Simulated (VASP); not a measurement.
Write the native input for VASP 6.6.1 that does the following.

```yaml
Task: electric field gradients
Functional: PBEsol
Potentials_or_basis: VASP PAW PBE potentials, release 64 (Zn, Cu)
Cutoff: 520 eV
k_mesh: 14 × 14 × 14
Occupations: fermi-dirac, width 0.05 eV
Spin: no spin polarisation
Dipole_correction: no
Further_INCAR_settings: ALGO = Normal; EDIFF = 1e-08; NBANDS = 18
```

The structure of ZnCu lies in POSCAR:

```
ZnCu
1.0
    2.9547841250      0.0000000000      0.0000000000
    0.0000000000      2.9547841250      0.0000000000
    0.0000000000      0.0000000000      2.9547841250
Zn Cu
1 1
Direct
    0.5000000000      0.5000000000      0.5000000000
    0.0000000000      0.0000000000      0.0000000000
```

These files were run (other wordings do the same):

INCAR

```
SYSTEM = ZnCu
PREC = Accurate ; ENCUT = 520
EDIFF = 1E-8 ; ISMEAR = -1
SIGMA = 0.05 ; LREAL = .False.
LASPH = .True. ; NELM = 100
ALGO = Normal ; ISIF = 2
LWAVE = .False. ; LCHARG = .False.
GGA = PS ; LEFG = .True.
NBANDS = 18
```

KPOINTS

```
Automatic mesh
0
Gamma
  14 14 14
  0 0 0
```

Potentials or basis: VASP PAW PBE potentials, release 64 (Zn, Cu).

Launch:

```sh
$ cat potpaw_PBE.64/Zn/POTCAR potpaw_PBE.64/Cu/POTCAR > POTCAR
$ mpirun -np 1 vasp_std > vasp.out
```

Results of the run:

```json
{
  "Pressure": "-5.2 GPa",
  "Band gap on the k mesh": "zero (an odd number of electrons rules out a gap without spin polarisation)",
  "Largest electric field gradient by atom": "zero within the noise of the run"
}
```

Caveat: the cell stands under tension; the PAW data sets were made with another functional, which shifts forces and pressure a little.

Run time: 25 s on 1 thread of Intel(R) Xeon(R) Platinum 8488C (Sapphire Rapids) (shared host), peak memory 0.18 GiB.
